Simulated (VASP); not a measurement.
Set up this calculation in VASP 6.6.1, as the native input.

```
Task                   : relaxation of cell and atoms
Functional             : PBEsol
Potentials or basis    : VASP PAW PBE potentials, release 64 (Tc_pv, Li_sv)
Cutoff                 : 600 eV
k mesh                 : 7 × 7 × 7
Occupations            : methfessel-paxton, width 0.1 eV
Spin                   : no spin polarisation
Dipole correction      : no
Further INCAR settings : ALGO = Normal; EDIFF = 1e-06; IBRION = 2; EDIFFG = -0.03; NSW = 80; ISIF = 3
```

The structure of LiTc lies in POSCAR:

```
LiTc
1.0
    3.2850000000      0.0000000000      0.0000000000
    0.0000000000      3.2850000000      0.0000000000
    0.0000000000      0.0000000000      3.2850000000
Tc Li
1 1
Direct
    0.0000000000      0.0000000000      0.0000000000
    0.5000000000      0.5000000000      0.5000000000
```

One way to write it, as run:

INCAR

```
SYSTEM = LiTc
PREC     = Accurate       ! precision mode
ENCUT    = 600            ! plane-wave cutoff, eV
EDIFF    = 1E-6           ! SCF threshold, eV
ISMEAR   = 1              ! smearing method
SIGMA    = 0.1            ! smearing width, eV
LREAL    = .False.        ! projectors in reciprocal space
LASPH    = .True.         ! aspherical terms in the spheres
NELM     = 100            ! most SCF steps
ALGO     = Normal         ! electronic algorithm
ISIF     = 3              ! what is computed and relaxed
LWAVE    = .False.        ! write WAVECAR
LCHARG   = .False.        ! write CHGCAR
GGA      = PS             ! functional
IBRION   = 2              ! ionic algorithm
NSW      = 80             ! ionic steps
EDIFFG   = -0.03          ! ionic threshold
```

KPOINTS

```
regular mesh
0
Gamma
  7 7 7
  0 0 0
```

Potentials or basis: VASP PAW PBE potentials, release 64 (Tc_pv, Li_sv).

The run is started by

```console
$ cat potpaw_PBE.64/Tc_pv/POTCAR potpaw_PBE.64/Li_sv/POTCAR > POTCAR
$ mpirun -np 1 vasp_std > vasp.out
```

It gave:

```yaml
Relaxed_volume: 11.97 Å³/atom
Relaxed_cell: a = 2.882 Å, b = 2.882 Å, c = 2.882 Å, α = 90.00°, β = 90.00°, γ = 90.00°
Space_group_after_relaxing_to_0.05_Å: Pm-3m (No. 221)
Energy_gained_by_relaxing: 565.5 meV/atom
Ionic_steps: 3
Pressure_after_relaxing: -0.2 GPa
Band_gap_on_the_k_mesh: zero (band 8 reaches 10.75 eV, above the bottom of band 9 at 8.17 eV)
```

Caveat: the cutoff is under 1.25 times the usual one of these potentials, so pressure, stress and relaxed cells hold a basis-set (Pulay) error; the volume moved by over 15 % at a fixed basis, so the end points are rough; the PAW data sets were made with another functional, which shifts forces and pressure a little.

Run time: 24 s on 1 thread of AMD EPYC 7R13 Processor (Zen 3), with other jobs on the host, peak memory 0.14 GiB.
